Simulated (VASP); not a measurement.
A run of VASP 6.6.1 is set up as follows.

INCAR

```
SYSTEM = Ni2H
PREC = Accurate ; ENCUT = 520
EDIFF = 1E-6 ; ISMEAR = -1
SIGMA = 0.05 ; LREAL = .False.
LASPH = .True. ; NELM = 150
ALGO = Normal ; ISIF = 2
LWAVE = .False. ; LCHARG = .True.
ISPIN = 2 ; MAGMOM = 1.05 1.05 0
LORBIT = 11 ; NUPDOWN = 2.1
LMAXMIX = 4 ; GGA = PS
LELF = .True. ; LVHAR = .True.
NBANDS = 22
```

KPOINTS

```
regular mesh
0
Gamma
  12 12 6
  0 0 0
```

POSCAR

```
Ni2H
1.0
    2.6430021000      0.0000000000      0.0000000000
   -1.3215010500      2.2889069600      0.0000000000
    0.0000000000      0.0000000000      4.3080000000
Ni H
2 1
Direct
    0.3333333300      0.6666666700      0.2610000000
    0.6666666700      0.3333333300      0.7960000000
    0.0000000000      0.0000000000      0.0280000000
```

Potentials or basis: VASP PAW PBE potentials, release 64 (Ni, H).

Launch:

```bash
$ cat potpaw_PBE.64/Ni/POTCAR potpaw_PBE.64/H/POTCAR > POTCAR
$ mpirun -np 1 vasp_std > vasp.out
```

(1) Predict the pressure.

(2) Estimate the largest force.

Answers

(1) -11.3 GPa.

(2) 1.248 eV/Å.

Caveat: the cell stands under tension; the PAW data sets were made with another functional, which shifts forces and pressure a little; the total moment is fixed, so each spin has its own Fermi level and the state may be an excited one.
